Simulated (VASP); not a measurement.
Write the native input for VASP 6.6.1 that does the following.

```yaml
Task: density of states
Functional: PBEsol
Potentials_or_basis: VASP PAW PBE potentials, release 64 (Nb_sv)
Cutoff: 520 eV
k_mesh: 16 × 16 × 16
Occupations: fermi-dirac, width 0.1 eV
Spin: no spin polarisation
Dipole_correction: no
k_mesh_for_the_DOS: 24 × 24 × 24
Occupations_for_the_DOS: tetrahedron
Further_INCAR_settings: ALGO = Normal; EDIFF = 1e-06; NBANDS = 12
```

Crystal: Nb.

```xyz
1
Lattice="-1.2537 1.2537 1.2537 1.2537 -1.2537 1.2537 1.2537 1.2537 -1.2537" Properties=species:S:1:pos:R:3 pbc="T T T"
Nb    0.0000    0.0000    0.0000
```

This cell differs from its parent crystal: volume scaled by 0.45.

One way to write it, as run:

POSCAR

```
Nb
1.0
   -1.2537462599      1.2537462599      1.2537462599
    1.2537462599     -1.2537462599      1.2537462599
    1.2537462599      1.2537462599     -1.2537462599
Nb
1
Direct
    0.0000000000      0.0000000000      0.0000000000
```

INCAR.step1

```
PREC = Accurate
ENCUT = 520
EDIFF = 1E-6
ISMEAR = -1
SIGMA = 0.1
LREAL = F
LASPH = T
NELM = 80
ALGO = Normal
ISIF = 2
LWAVE = F
LCHARG = T
LMAXMIX = 4
GGA = PS
NBANDS = 12
```

KPOINTS.step1

```
regular mesh
0
Gamma
  16 16 16
```

INCAR.step2

```
PREC = Accurate
ENCUT = 520
EDIFF = 1E-6
ISMEAR = -5
SIGMA = 0.1
LREAL = F
LASPH = T
NELM = 80
ALGO = Normal
ISIF = 2
LWAVE = F
LCHARG = F
LMAXMIX = 4
GGA = PS
LORBIT = 10
NBANDS = 12
NEDOS = 2001
ICHARG = 11
```

KPOINTS.step2

```
regular mesh
0
Gamma
  24 24 24
```

Potentials or basis: VASP PAW PBE potentials, release 64 (Nb_sv).

Run with:

```sh
$ cat potpaw_PBE.64/Nb_sv/POTCAR > POTCAR
$ cp INCAR.step1 INCAR
$ cp KPOINTS.step1 KPOINTS
$ mpirun -np 1 vasp_std > vasp.out
$ cp INCAR.step2 INCAR
$ cp KPOINTS.step2 KPOINTS
$ mpirun -np 1 vasp_std > vasp.out
```

It took 24 s on 1 thread of AMD EPYC 9R45 96-Core Processor (Zen 5) (shared host), peak memory 0.15 GiB.
